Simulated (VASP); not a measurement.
# Yb (P-1) in VASP: a series of runs, part 2 of 2

VASP 6.6.1. The steps go on from the part before.

## 4. Single point, LDA

This run uses another cell than the first one, of 41.74 Å³/atom.

Contents of INCAR:

```
SYSTEM = Yb
PREC = Accurate
ENCUT = 520
EDIFF = 1E-7
ISMEAR = -1
SIGMA = 0.1
LREAL = .False.
LASPH = .True.
NELM = 60
ALGO = Normal
ISIF = 2
LWAVE = .False.
LCHARG = .True.
GGA = CA
LELF = .True.
LVHAR = .True.
NBANDS = 31
```

Contents of KPOINTS:

```
Automatic mesh
0
Gamma
  6 6 3
  0 0 0
```

Contents of POSCAR:

```
Yb
1.0
    3.9583600000      0.0198100000     -0.1579400000
   -1.9620300000      3.3369300000      0.0549000000
   -0.2599600000     -0.0457400000      6.3117100000
Yb
2
Direct
    0.3306500000      0.6662400000      0.2471300000
    0.6651558689      0.3304284293      0.7483748172
```

Potentials or basis: VASP PAW PBE potentials, release 64 (Yb).

Command:

```sh
cat potpaw_PBE.64/Yb/POTCAR > POTCAR
mpirun -np 1 vasp_std > vasp.out
```

OUTCAR:

```text
SYSTEM = Yb
   PREC = Accurate
   ENCUT = 520
   EDIFF = 1E-7
   ISMEAR = -1
   LREAL = .False.
   LASPH = .True.
   NELM = 60
   ISIF = 2
   GGA = CA

 ion  position               nearest neighbor table
   1  0.331  0.666  0.247-   2 3.74   2 3.78
   2  0.665  0.330  0.748-   1 3.74   1 3.78

  LATTYP: Found a triclinic cell.
 ALAT       =     3.9068726800
 B/A-ratio  =     2.2913077816
 C/A-ratio  =     0.9909184444
 COS(alpha) =     0.0078956859
 COS(beta)  =     0.4812345546
 COS(gamma) =     0.6269207372

  Lattice vectors:

 A1 = (  -1.9963300000,  -3.3567400000,   0.1030400000)
 A2 = (  -5.6947300000,  -3.3308100000,  -6.0507300000)
 A3 = (   1.9620300000,  -3.3369300000,  -0.0549000000)

Analysis of symmetry for initial positions (statically):
=====================================================================
 Subroutine PRICEL returns:
 Original cell was already a primitive cell.

 Routine SETGRP: Setting up the symmetry group for a
 triclinic supercell.

[... 163 lines left out ...]
  ---------------------------------------------------
  free energy    TOTEN  =        -7.92491999 eV

  energy without entropy =       -7.72003791  energy(sigma->0) =       -7.82247895

 E-fermi :   0.8507     XC(G=0):  -9.1075

 val. band max:        0.8346497308   @ k =   0.5000   0.5000   0.0000
 cond. band min:       0.8667640749   @ k =  -0.3333  -0.3333   0.3333
 fundamental gap:      0.0321143441
 Fermi energy:         0.8506569379

 k-point     1 :       0.0000    0.0000    0.0000
  band No.  band energies     occupation
      1     -50.8003      2.00000
      2     -50.7909      2.00000
      3     -23.4539      2.00000
      4     -23.2613      2.00000
      5     -23.2591      2.00000
      6     -23.2325      2.00000
[... 805 lines left out ...]
     30       5.0783      0.00000
     31       5.7317      0.00000

 [... further k-points ...]

------------------------ aborting loop because EDIFF is reached ----------------------------------------

  FORCE on cell =-STRESS in cart. coord.  units (eV):
  Direction    XX          YY          ZZ          XY          YZ          ZX
  --------------------------------------------------------------------------------------
  -------------------------------------------------------------------------------------
  Total       -2.3805069     -2.1079779     -2.1306423     -0.0429107      0.0608496      0.3039728
  in kB      -45.6909540    -40.4600908    -40.8951048     -0.8236195      1.1679349      5.8343911
  external PRESSURE =     -42.3487165 kB  Pullay stress =       0.0000000 kB

 VOLUME and BASIS-vectors are now :
 -----------------------------------------------------------------------------
  energy-cutoff  :      520.00
  volume of cell :       83.47
      direct lattice vectors                 reciprocal lattice vectors
     3.958360000  0.019810000 -0.157940000     0.252345821  0.148184265  0.011467220
    -1.962030000  3.336930000  0.054900000    -0.001411352  0.298812140  0.002107317
    -0.259960000 -0.045740000  6.311710000     0.006326809  0.001108960  0.158704288

 POSITION                                       TOTAL-FORCE (eV/Angst)
 -----------------------------------------------------------------------------------
     -0.06260      2.21844      1.54417         0.006617      0.000798      0.004047
      1.79007      1.08156      4.63661        -0.006617     -0.000798     -0.004047
 -----------------------------------------------------------------------------------
    total drift:                               -0.000132      0.000040      0.000348

  FREE ENERGIE OF THE ION-ELECTRON SYSTEM (eV)
  ---------------------------------------------------
  free  energy   TOTEN  =        -7.9249199862 eV

  energy  without entropy=       -7.7200379071  energy(sigma->0) =       -7.82247895
```

OSZICAR:

```text
N       E                     dE             d eps       ncg     rms          rms(c)
DAV:   1     0.336345945715E+03    0.33635E+03   -0.16052E+04  4957   0.100E+04
DAV:   2     0.621217691527E+02   -0.27422E+03   -0.25960E+03  4957   0.870E+02
DAV:   3     0.446655189541E+01   -0.57655E+02   -0.56488E+02  5433   0.213E+02
[... 37 lines left out ...]
DAV:  41    -0.792491913430E+01   -0.80920E-06   -0.10736E-06  5443   0.618E-02    0.291E-01
DAV:  42    -0.792491933341E+01   -0.19911E-06   -0.10885E-06  4352   0.123E-01    0.296E-01
DAV:  43    -0.792491968039E+01   -0.34698E-06   -0.51755E-07  4216   0.231E-02    0.301E-01
DAV:  44    -0.792491991126E+01   -0.23086E-06   -0.11736E-06  4896   0.863E-03    0.310E-01
DAV:  45    -0.792491998621E+01   -0.74950E-07   -0.21273E-07  2688   0.646E-02
   1 F= -.79249200E+01 E0= -.78224789E+01  d E =-.204882E+00
```

Wall time 3.9 min (1 thread of Intel Xeon 6975P-C (Granite Rapids), shared host); peak memory 0.25 GiB.

What came out:

| Item | Value |
| --- | --- |
| Free energy | -7.9249 eV |
| Pressure | -4.2 GPa |
| Largest force | 0.008 eV/Å |
| Band gap on the k mesh | zero (bands 24 and 25 overlap by 0.11 eV) |

Forces on the atoms (eV/Å):
```
Yb   0.007  0.001  0.004
Yb  -0.007 -0.001 -0.004
```

Stress tensor (GPa, compression positive):
```
-4.57 -0.08  0.58
-0.08 -4.05  0.12
 0.58  0.12 -4.09
```

Levels at points of the mesh, in eV from the Fermi level:
```csv
k point,band 22,band 23,band 24,band 25,band 26,band 27
"(0.00, 0.00, 0.00)",-0.47,-0.45,-0.45,0.25,2.40,2.56
"(0.50, 0.00, 0.00)",-0.47,-0.45,-0.44,-0.03,0.23,1.38
"(0.00, 0.50, 0.00)",-0.47,-0.45,-0.42,0.05,0.21,1.58
"(0.50, 0.50, 0.00)",-0.47,-0.45,-0.43,-0.02,0.22,1.46
```

Caveat: the cell stands under tension; the PAW data sets were made with another functional, which shifts forces and pressure a little; spin-orbit coupling is left out, which moves the levels of the heavy elements.

## 5. Single point, LDA

This run uses another cell than the first one, of 41.74 Å³/atom.

Contents of INCAR:

```
PREC = Accurate ; ENCUT = 520
EDIFF = 1E-6 ; ISMEAR = -1
SIGMA = 0.1 ; LREAL = F
LASPH = T ; NELM = 80
ALGO = Normal ; ISIF = 2
LWAVE = F ; LCHARG = T
GGA = CA ; LELF = T
LVHAR = T ; NBANDS = 31
```

Contents of KPOINTS:

```
Automatic mesh
0
Gamma
  6 6 3
```

Edit POSCAR of step 4 so:

```diff
@@ -9,2 +9,2 @@
     0.3306500000      0.6662400000      0.2471300000
-    0.6651558689      0.3304284293      0.7483748172
+    0.6650641311      0.3304115707      0.7471051828
```

Command:

```sh
cat potpaw_PBE.64/Yb/POTCAR > POTCAR
mpirun -np 1 vasp_std > vasp.out
```

Run time: 3 min. Hardware: 1 thread of Intel Xeon 6975P-C (Granite Rapids), shared host; peak memory 0.25 GiB.

The run converged. Its results:

| Quantity | Value |
| --- | --- |
| Free energy | -7.9249 eV |
| Pressure | -5.1 GPa |
| Largest force | 0.007 eV/Å |
| Band gap on the k mesh | zero (bands 24 and 25 overlap by 0.11 eV) |

Forces in eV/Å, atoms in the order of the input:
```
Yb   0.005  0.002 -0.004
Yb  -0.005 -0.002  0.004
```

Stress tensor (GPa, compression positive):
```
-5.42 -0.08  0.66
-0.08 -4.93  0.13
 0.66  0.13 -4.84
```

Levels at points of the mesh, in eV from the Fermi level:
```
           k point  band 22  band 23  band 24  band 25  band 26  band 27
(0.00, 0.00, 0.00)    -0.47    -0.45    -0.45     0.25     2.40     2.56
(0.50, 0.00, 0.00)    -0.47    -0.46    -0.44    -0.03     0.23     1.38
(0.00, 0.50, 0.00)    -0.47    -0.45    -0.42     0.05     0.22     1.58
(0.50, 0.50, 0.00)    -0.47    -0.45    -0.43    -0.02     0.22     1.46
```

Caveat: the cell stands under tension; the PAW data sets were made with another functional, which shifts forces and pressure a little; spin-orbit coupling is left out, which moves the levels of the heavy elements. Spin polarisation is off, so any magnetic state and its effect on volume and gap are missing.

## 6. Summary

```tsv
cell	gap on the mesh (eV)	pressure (GPa)	largest force (eV/Å)
a = 3.955, b = 3.865, c = 6.307 Å, angles 88.4, 94.6, 120.2°, 2 atoms, atomic positions A	none	-5.6	0.01
a = 3.962, b = 3.871, c = 6.317 Å, angles 88.4, 94.6, 120.2°, 2 atoms, atomic positions A	none	4.5	0.01
a = 3.962, b = 3.871, c = 6.317 Å, angles 88.4, 94.6, 120.2°, 2 atoms, atomic positions B	none	-4.2	0.01
a = 3.962, b = 3.871, c = 6.317 Å, angles 88.4, 94.6, 120.2°, 2 atoms, atomic positions C	none	-5.1	0.01
```

Alike in all rows: task single point; level LDA; potentials or basis VASP PAW PBE potentials, release 64 (Yb); no spin polarisation; k mesh 6 × 6 × 3; cutoff (eV) 520; smearing fermi-dirac 0.1 eV.

Caveats: the PAW data sets were made with another functional, which shifts forces and pressure a little; spin-orbit coupling is left out, which moves the levels of the heavy elements; the cell stands under tension (at least some runs); the cell stands under pressure (at least some runs).

Total energies depend on the potentials used, so only differences within one code and one set of settings carry meaning.

The gap in the log of VASP goes by the Fermi energy; the results here count the filled bands.